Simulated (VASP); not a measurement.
Input of a VASP 6.6.1 run:

Contents of INCAR:

```
PREC     = Accurate       # precision mode
ENCUT    = 520            # plane-wave cutoff, eV
EDIFF    = 1E-8           # SCF threshold, eV
ISMEAR   = 0              # smearing method
SIGMA    = 0.15           # smearing width, eV
LREAL    = F              # projectors in reciprocal space
LASPH    = T              # aspherical terms in the spheres
NELM     = 60             # most SCF steps
ALGO     = Normal         # electronic algorithm
ISIF     = 2              # what is computed and relaxed
LWAVE    = F              # write WAVECAR
LCHARG   = F              # write CHGCAR
GGA      = PS             # functional
IBRION   = 8              # ionic algorithm
NSW      = 1              # ionic steps
```

File KPOINTS:

```
regular mesh
0
Gamma
  12 12 12
```

Contents of POSCAR:

```
CeC
1.0
    0.0000000000      2.7112060769      2.7112060769
    2.7112060769      0.0000000000      2.7112060769
    2.7112060769      2.7112060769      0.0000000000
Ce C
1 1
Direct
    0.0000000000      0.0000000000      0.0000000000
    0.2500000000      0.2500000000      0.2500000000
```

Potentials or basis: VASP PAW PBE potentials, release 64 (Ce, C).

The run is started by

```bash
$ cat potpaw_PBE.64/Ce/POTCAR potpaw_PBE.64/C/POTCAR > POTCAR
$ mpirun -np 1 vasp_std > vasp.out
```

Problem. What does it give for the highest phonon frequency at Γ, LO-TO splitting left out?

Solution. 375 cm⁻¹.

Phonon frequencies in cm⁻¹ (negative: imaginary):
```csv
q point,frequencies
"(0.000, 0.000, 0.000)",0 0 0 375 375 375
```

Caveat: the cell differs from its parent crystal (phonons by finite displacements); spin-orbit coupling is left out, which moves the levels of the heavy elements; without U or exact exchange the open f shell lies at the Fermi level, which spoils levels, moments and volumes. Spin polarisation is off, so any magnetic state and its effect on volume and gap are missing.
